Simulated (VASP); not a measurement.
# Ti (Im-3m) in VASP: further runs

Ti is run at these levels: PBEsol; tasks: single point.

All numbers are computed with VASP 6.6.1; they aren't measurements. Logs are shortened: lines on timing, memory, paths and dates and some standing lists are left out, and cuts for length are marked.

### 1 The cell of the first run

Symmetry: Im-3m, No. 229, cubic system. Conventional cell: a = 3.189 Å, b = 3.189 Å, c = 3.189 Å, α = 90.00°, β = 90.00°, γ = 90.00°. Ti (site symmetry m-3m) has 14 Ti at 2.76 to 3.19 Å within 3.6 Å.

### 2 Single point, PBEsol

The input, INCAR:

```
PREC = Accurate
ENCUT = 520
EDIFF = 1E-7
ISMEAR = 1
SIGMA = 0.05
LREAL = False
LASPH = True
NELM = 60
ALGO = Normal
ISIF = 2
LWAVE = False
LCHARG = False
GGA = PS
NBANDS = 12
```

The input, KPOINTS:

```
regular mesh
0
Gamma
  18 18 18
```

The input, POSCAR:

```
Ti
1.0
   -1.5944472546      1.5944472546      1.5944472546
    1.5944472546     -1.5944472546      1.5944472546
    1.5944472546      1.5944472546     -1.5944472546
Ti
1
Direct
    0.0000000000      0.0000000000      0.0000000000
```

Potentials or basis: VASP PAW PBE potentials, release 64 (Ti_sv).

Command:

```bash
$ cat potpaw_PBE.64/Ti_sv/POTCAR > POTCAR
$ mpirun -np 1 vasp_std > vasp.out
```

OUTCAR:

```text
PREC = Accurate
   ENCUT = 520
   EDIFF = 1E-7
   ISMEAR = 1
   LREAL = False
   LASPH = True
   NELM = 60
   ISIF = 2
   GGA = PS

 ion  position               nearest neighbor table
   1  0.000  0.000  0.000-

  LATTYP: Found a body centered cubic cell.
 ALAT       =     3.1888945092

  Lattice vectors:

 A1 = (  -1.5944472546,   1.5944472546,   1.5944472546)
 A2 = (   1.5944472546,  -1.5944472546,   1.5944472546)
 A3 = (   1.5944472546,   1.5944472546,  -1.5944472546)

Analysis of symmetry for initial positions (statically):
=====================================================================
 Subroutine PRICEL returns:
 Original cell was already a primitive cell.

 Routine SETGRP: Setting up the symmetry group for a
 body centered cubic supercell.

 Subroutine GETGRP returns: Found 48 space group operations
 (whereof 48 operations were pure point group operations)
 out of a pool of 48 trial point group operations.

The static configuration has the point symmetry O_h .

Analysis of symmetry for dynamics (positions and initial velocities):
=====================================================================
 Subroutine PRICEL returns:
 Original cell was already a primitive cell.

 Routine SETGRP: Setting up the symmetry group for a
 body centered cubic supercell.

 Subroutine GETGRP returns: Found 48 space group operations
 (whereof 48 operations were pure point group operations)
 out of a pool of 48 trial point group operations.

The dynamic configuration has the point symmetry O_h .

 Subroutine INISYM returns: Found 48 space group operations
 (whereof 48 operations are pure point group operations),
 and found     1 'primitive' translations

----------------------------------------------------------------------------------------

                                     Primitive cell

  volume of cell :      16.2140

  direct lattice vectors                    reciprocal lattice vectors
    -1.594447255  1.594447255  1.594447255     0.000000000  0.313588297  0.313588297
     1.594447255 -1.594447255  1.594447255     0.313588297  0.000000000  0.313588297
     1.594447255  1.594447255 -1.594447255     0.313588297  0.313588297  0.000000000

  length of vectors
     2.761663655  2.761663655  2.761663655     0.443480823  0.443480823  0.443480823

  position of ions in fractional coordinates (direct lattice)
     0.000000000  0.000000000  0.000000000

  ion indices of the primitive-cell ions
   primitive index   ion index
                 1           1

----------------------------------------------------------------------------------------

 KPOINTS: regular mesh

Automatic generation of k-mesh.
 Grid dimensions read from file:
 generate k-points for:   18   18   18

 Generating k-lattice:

  Cartesian coordinates                     Fractional coordinates (reciprocal lattice)
     0.000000000  0.017421572  0.017421572     0.055555556  0.000000000  0.000000000
     0.017421572  0.000000000  0.017421572     0.000000000  0.055555556  0.000000000
     0.017421572  0.017421572  0.000000000     0.000000000  0.000000000  0.055555556

  Length of vectors
     0.024637824  0.024637824  0.024637824

  Shift w.r.t. Gamma in fractional coordinates (k-lattice)
     0.000000000  0.000000000  0.000000000

 Subroutine IBZKPT returns following result:
 ===========================================

 Found    195 irreducible k-points:

 Following reciprocal coordinates:
            Coordinates               Weight
  0.000000  0.000000  0.000000      1.000000
  0.055556  0.000000  0.000000     12.000000
  0.111111  0.000000  0.000000     12.000000
  0.166667  0.000000  0.000000     12.000000
  0.222222  0.000000  0.000000     12.000000
  0.277778  0.000000  0.000000     12.000000
[... 16 lines left out ...]
  0.333333  0.111111 -0.000000     48.000000
  0.388889  0.111111  0.000000     48.000000
 [... further k-points ...]
   k-points           NKPTS =    195   k-points in BZ     NKDIM =    195   number of bands    NBANDS=     12
   number of dos      NEDOS =    301   number of ions     NIONS =      1
   total plane-waves  NPLWV =  13824
   dimension x,y,z NGX =    24 NGY =   24 NGZ =   24
   dimension x,y,z NGXF=    48 NGYF=   48 NGZF=   48
   ions per type =               1
   NGX,Y,Z   is equivalent  to a cutoff of  14.45, 14.45, 14.45 a.u.
   NGXF,Y,Z  is equivalent  to a cutoff of  28.89, 28.89, 28.89 a.u.
 SYSTEM =  unknown system
   PREC   = accura    normal or accurate (medium, high low for compatibility)
   ISTART =      0    job   : 0-new  1-cont  2-samecut
   ICHARG =      2    charge: 1-file 2-atom 10-const
   ISPIN  =      1    spin polarized calculation?
   LNONCOLLINEAR =      F non collinear calculations
   LSORBIT =      F    spin-orbit coupling
   LASPH  =      T    aspherical Exc in radial PAW
   ENCUT  =  520.0 eV  38.22 Ry    6.18 a.u.   5.13  5.13  5.13*2*pi/ulx,y,z
   NELM   =     60;   NELMIN=  2; NELMDL= -5     # of ELM steps
   EDIFF  = 0.1E-06   stopping-criterion for ELM
   LREAL  =      F    real-space projection
   EDIFFG = 0.1E-05   stopping-criterion for IOM
   NSW    =      0    number of steps for IOM
   IBRION =     -1    ionic relax: 0-MD 1-quasi-New 2-CG
   NFREE  =      0    steps in history (QN), initial steepest desc. (CG)
   ISIF   =      2    stress and relaxation
   ISYM   =      2    0-nonsym 1-usesym 2-fastsym
   POTIM  = 0.5000    time-step for ionic-motion
   TEBEG  =    0.0;   TEEND  =   0.0 temperature during run
   PSTRESS=    0.0 pullay stress
   NELECT =      12.0000    total number of electrons
   NUPDOWN=      -1.0000    fix difference up-down
   EMIN   =  10.00;   EMAX   =-10.00  energy-range for DOS
   EFERMI =   0.00;   METHOD = LEGACY
   ISMEAR =     1;   SIGMA  =   0.05  broadening in eV -4-tet -1-fermi 0-gaus
   EFERMI_NEDOS =   21; number of points for ismear=-14 and -15
   IALGO  =     38    algorithm
   IMIX   =      4    mixing-type and parameters
     AMIX     =   0.40;   BMIX     =  1.00
     AMIX_MAG =   1.60;   BMIX_MAG =  1.00
  volume/ion in A,a.u.               =      16.21       109.42
  Fermi-wavevector in a.u.,A,eV,Ry     =   1.480830  2.798362 29.835622  2.192856
  Thomas-Fermi vector in A             =   2.594815
   LORBIT       =      0    0 simple, 1 ext, 2 COOP (PROOUT), +10 PAW based schemes
   GGA     = PS    functional components
   LHFCALC =     F    Hartree Fock is set to
   AEXX    =    0.0000 exact exchange contribution
   IVDW    =     0    specifies the selected vdW correction
   LEPSILON=     F    determine dielectric tensor
   LRPA    =     F    only Hartree local field effects (RPA)
 non-spin polarized calculation
 Methfessel and Paxton  Order N= 1 SIGMA  =   0.05
  energy-cutoff  :      520.00
  volume of cell :       16.21
 maximum number of plane-waves:       466
 NGX is ok and might be reduce to    24
   NGX = 11   NGY = 11   NGZ = 11

 number of electron      12.0000003 magnetization

 Free energy of the ion-electron system (eV)
  ---------------------------------------------------
  ext. energy  EPLUGINS =         0.00000000
  ---------------------------------------------------
  free energy    TOTEN  =        -8.23330268 eV

  energy without entropy =       -8.23316630  energy(sigma->0) =       -8.23325722

 E-fermi :   8.6863     XC(G=0): -11.9644

 val. band max:        8.6730342342   @ k =   0.2778   0.2222   0.0000
 cond. band min:       8.6889394081   @ k =   0.2222   0.0556   0.0556
 fundamental gap:      0.0159051738
 Fermi energy:         8.6862618337

 k-point     1 :       0.0000    0.0000    0.0000
  band No.  band energies     occupation
      1     -47.4842      2.00000
      2     -23.3436      2.00000
      3     -23.3436      2.00000
      4     -23.3436      2.00000
      5       2.5928      2.00000
      6       9.7266      0.00000
      7       9.7266      0.00000
      8       9.7266      0.00000
      9      11.6549      0.00000
     10      11.6549      0.00000
     11      26.5996      0.00000
     12      26.5996      0.00000

 k-point     2 :       0.0556    0.0000    0.0000
  band No.  band energies     occupation
      1     -47.4790      2.00000
      2     -23.3705      2.00000
      3     -23.3517      2.00000
      4     -23.3438      2.00000
      5       2.7061      2.00000
      6       9.6727     -0.00000
      7       9.7124      0.00000
      8       9.8114      0.00000
      9      11.5898      0.00000
     10      11.6579      0.00000
     11      26.4729      0.00000
     12      26.6019      0.00000

 k-point     3 :       0.1111    0.0000    0.0000
  band No.  band energies     occupation
      1     -47.4638      2.00000
      2     -23.4475      2.00000
      3     -23.3751      2.00000
      4     -23.3444      2.00000
      5       3.0373      2.00000
      6       9.5208     -0.00000
      7       9.6498     -0.00000
      8      10.0608      0.00000
      9      11.4415      0.00000
     10      11.6691      0.00000
     11      26.0424      0.00000
     12      26.5210      0.00000

 k-point     4 :       0.1667    0.0000    0.0000
  band No.  band energies     occupation
      1     -47.4405      2.00000
      2     -23.5641      2.00000
      3     -23.4106      2.00000
      4     -23.3453      2.00000
      5       3.5584      2.00000
      6       9.2976     -0.00000
      7       9.4985     -0.00000
      8      10.4603      0.00000
      9      11.3206      0.00000
     10      11.6941      0.00000
     11      25.2176      0.00000
     12      26.1589      0.00000

 k-point     5 :       0.2222    0.0000    0.0000
  band No.  band energies     occupation
      1     -47.4118      2.00000
      2     -23.7050      2.00000
      3     -23.4539      2.00000
      4     -23.3464      2.00000
      5       4.2164      2.00000
      6       9.0378     -0.00000
      7       9.2693     -0.00000
      8      10.9838      0.00000
      9      11.3066      0.00000
     10      11.7381      0.00000
     11      24.0022      0.00000
     12      25.4627      0.00000
[... 228 lines left out ...]
      1     -47.3717      2.00000
      2     -23.8716      2.00000
      3     -23.5085      2.00000
      4     -23.3805      2.00000
      5       5.1954      2.00000
      6       8.7248      0.03508
      7       8.8833     -0.00000
      8      11.2168      0.00000
      9      11.8896      0.00000
     10      11.9884      0.00000
     11      22.6143      0.00000
     12      24.0411      0.00000

 k-point    22 :       0.2778    0.1111    0.0000
  band No.  band energies     occupation
      1     -47.3444      2.00000
      2     -23.9870      2.00000
      3     -23.5600      2.00000
      4     -23.3832      2.00000
      5       5.8032      2.00000
      6       8.5089      2.00001
      7       8.8304     -0.00036
      8      11.3555      0.00000
      9      12.0138      0.00000
     10      12.6011      0.00000
     11      21.0848      0.00000
     12      23.3359      0.00000

 k-point    23 :       0.3333    0.1111   -0.0000
  band No.  band energies     occupation
      1     -47.3221      2.00000
      2     -24.0794      2.00000
      3     -23.6026      2.00000
      4     -23.3850      2.00000
      5       6.1725      2.00000
      6       8.3568      2.00000
      7       9.0252     -0.00000
      8      11.4989      0.00000
      9      12.0893      0.00000
     10      13.2275      0.00000
     11      19.6669      0.00000
     12      22.7640      0.00000

 k-point    24 :       0.3889    0.1111    0.0000
  band No.  band energies     occupation
      1     -47.3074      2.00000
      2     -24.1391      2.00000
      3     -23.6305      2.00000
      4     -23.3862      2.00000
      5       6.3073      2.00000
      6       8.2617      2.00000
      7       9.3555     -0.00000
      8      11.5769      0.00000
      9      12.1834      0.00000
     10      13.7122      0.00000
     11      18.5974      0.00000
     12      22.3873      0.00000

 [... further k-points ...]

------------------------ aborting loop because EDIFF is reached ----------------------------------------

  FORCE on cell =-STRESS in cart. coord.  units (eV):
  Direction    XX          YY          ZZ          XY          YZ          ZX
  --------------------------------------------------------------------------------------
  -------------------------------------------------------------------------------------
  Total        0.2062504      0.2062504      0.2062504     -0.0000000     -0.0000000      0.0000000
  in kB       20.3805036     20.3805036     20.3805036     -0.0000000     -0.0000000      0.0000000
  external PRESSURE =      20.3805036 kB  Pullay stress =       0.0000000 kB

 VOLUME and BASIS-vectors are now :
 -----------------------------------------------------------------------------
  energy-cutoff  :      520.00
  volume of cell :       16.21
      direct lattice vectors                 reciprocal lattice vectors
    -1.594447255  1.594447255  1.594447255     0.000000000  0.313588297  0.313588297
     1.594447255 -1.594447255  1.594447255     0.313588297  0.000000000  0.313588297
     1.594447255  1.594447255 -1.594447255     0.313588297  0.313588297  0.000000000

 POSITION                                       TOTAL-FORCE (eV/Angst)
 -----------------------------------------------------------------------------------
      0.00000      0.00000      0.00000         0.000000      0.000000      0.000000
 -----------------------------------------------------------------------------------
    total drift:                               -0.000000      0.000000      0.000000

  FREE ENERGIE OF THE ION-ELECTRON SYSTEM (eV)
  ---------------------------------------------------
  free  energy   TOTEN  =        -8.2333026827 eV

  energy  without entropy=       -8.2331662990  energy(sigma->0) =       -8.23325722
```

Run time: 1.8 min. Hardware: 1 thread of AMD EPYC 7R13, shared host; peak memory 0.14 GiB.

Results:

- Free energy: -8.2333 eV
- Pressure: 2.0 GPa
- Band gap on the k mesh: zero (band 6 reaches 9.73 eV, above the bottom of band 7 at 8.10 eV)

Levels at points of the mesh, in eV from the Fermi level:
| k point | band 2 | band 3 | band 4 | band 5 | band 6 | band 7 | band 8 | band 9 | band 10 | band 11 |
| --- | --- | --- | --- | --- | --- | --- | --- | --- | --- | --- |
| (0.00, 0.00, 0.00) | -32.03 | -32.03 | -32.03 | -6.09 | 1.04 | 1.04 | 1.04 | 2.97 | 2.97 | 17.91 |
| (0.50, 0.00, 0.00) | -32.88 | -32.29 | -32.04 | -2.63 | -0.48 | 1.38 | 2.97 | 3.35 | 4.67 | 9.56 |
| (0.50, 0.50, 0.50) | -32.61 | -32.61 | -32.61 | -2.35 | -2.35 | 4.28 | 4.28 | 4.28 | 8.93 | 8.93 |

Caveat: the PAW data sets were made with another functional, which shifts forces and pressure a little.

### 3 Single point, PBEsol

This run uses another cell than the first one, of 16.54 Å³/atom, 1.020 times its volume.

The input, INCAR:

```
SYSTEM = Ti
ALGO = Normal
EDIFF = 1E-6
ENCUT = 520
GGA = PS
ISIF = 2
ISMEAR = 1
LASPH = .TRUE.
LCHARG = .FALSE.
LREAL = .FALSE.
LWAVE = .FALSE.
NBANDS = 12
NELM = 60
PREC = Accurate
SIGMA = 0.05
```

The input, KPOINTS:

```
k-points
0
G
  18 18 18
  0 0 0
```

The input, POSCAR:

```
Ti
1.0
   -1.6052208737      1.6052208737      1.6052208737
    1.6052208737     -1.6052208737      1.6052208737
    1.6052208737      1.6052208737     -1.6052208737
Ti
1
Direct
    0.0000000000      0.0000000000      0.0000000000
```

Potentials or basis: VASP PAW PBE potentials, release 64 (Ti_sv).

Command:

```bash
$ cat potpaw_PBE.64/Ti_sv/POTCAR > POTCAR
$ mpirun -np 1 vasp_std > vasp.out
```

It took 84 s on 1 thread of AMD EPYC 7R13, shared host; peak memory 0.14 GiB.

It converged, with:

```yaml
Free_energy: -8.2352 eV
Pressure: -0.3 GPa
Band_gap_on_the_k_mesh: zero (band 6 reaches 9.49 eV, above the bottom of band 7 at 7.88 eV)
```

Levels at points of the mesh, in eV from the Fermi level:
```csv
k point,band 2,band 3,band 4,band 5,band 6,band 7,band 8,band 9,band 10,band 11
"(0.00, 0.00, 0.00)",-32.10,-32.10,-32.10,-6.05,1.02,1.02,1.02,2.90,2.90,17.77
"(0.50, 0.00, 0.00)",-32.89,-32.34,-32.10,-2.58,-0.46,1.31,2.90,3.27,4.56,9.32
"(0.50, 0.50, 0.50)",-32.64,-32.64,-32.64,-2.27,-2.27,4.18,4.18,4.18,8.76,8.76
```

Caveat: the PAW data sets were made with another functional, which shifts forces and pressure a little.

### 4 Single point, PBEsol

This run uses another cell than the first one, of 16.88 Å³/atom, 1.041 times its volume.

The input, INCAR:

```
SYSTEM = Ti
PREC = Accurate ; ENCUT = 520
EDIFF = 1E-6 ; ISMEAR = 1
SIGMA = 0.05 ; LREAL = .False.
LASPH = .True. ; NELM = 60
ALGO = Normal ; ISIF = 2
LWAVE = .False. ; LCHARG = .False.
GGA = PS ; NBANDS = 12
```

The input, KPOINTS:

```
Automatic mesh
0
Gamma
  18 18 18
  0 0 0
```

The input, POSCAR:

```
Ti
1.0
   -1.6158517853      1.6158517853      1.6158517853
    1.6158517853     -1.6158517853      1.6158517853
    1.6158517853      1.6158517853     -1.6158517853
Ti
1
Direct
    0.0000000000      0.0000000000      0.0000000000
```

Command:

```bash
$ cat potpaw_PBE.64/Ti_sv/POTCAR > POTCAR
$ mpirun -np 1 vasp_std > vasp.out
```

Run time: 79 s. Hardware: 1 thread of AMD EPYC 7R13, shared host; peak memory 0.13 GiB.

It converged, with:

```yaml
Free_energy: -8.2325 eV
Pressure: -2.4 GPa
Band_gap_on_the_k_mesh: zero (band 6 reaches 9.26 eV, above the bottom of band 7 at 7.67 eV)
```

Levels at points of the mesh, in eV from the Fermi level:
```csv
k point,band 3,band 4,band 5,band 6,band 7,band 8,band 9,band 10
"(0.00, 0.00, 0.00)",-32.16,-32.16,-6.01,1.01,1.01,1.01,2.84,2.84
"(0.50, 0.00, 0.00)",-32.40,-32.17,-2.53,-0.44,1.24,2.83,3.20,4.44
"(0.50, 0.50, 0.50)",-32.67,-32.67,-2.20,-2.20,4.08,4.08,4.08,8.59
```

Caveat: the PAW data sets were made with another functional, which shifts forces and pressure a little.

### 5 Summary

| cell | gap on the mesh (eV) | pressure (GPa) |
| --- | --- | --- |
| a = 2.762 Å, angles 109.5°, 1 atom | none | 2.0 |
| a = 2.780 Å, angles 109.5°, 1 atom | none | -0.3 |
| a = 2.799 Å, angles 109.5°, 1 atom | none | -2.4 |

Alike in all rows: task single point; level PBEsol; potentials or basis VASP PAW PBE potentials, release 64 (Ti_sv); no spin polarisation; k mesh 18 × 18 × 18; cutoff (eV) 520; smearing methfessel-paxton 0.05 eV.

Caveats: the PAW data sets were made with another functional, which shifts forces and pressure a little.

Total energies depend on the potentials used, so only differences within one code and one set of settings carry meaning.
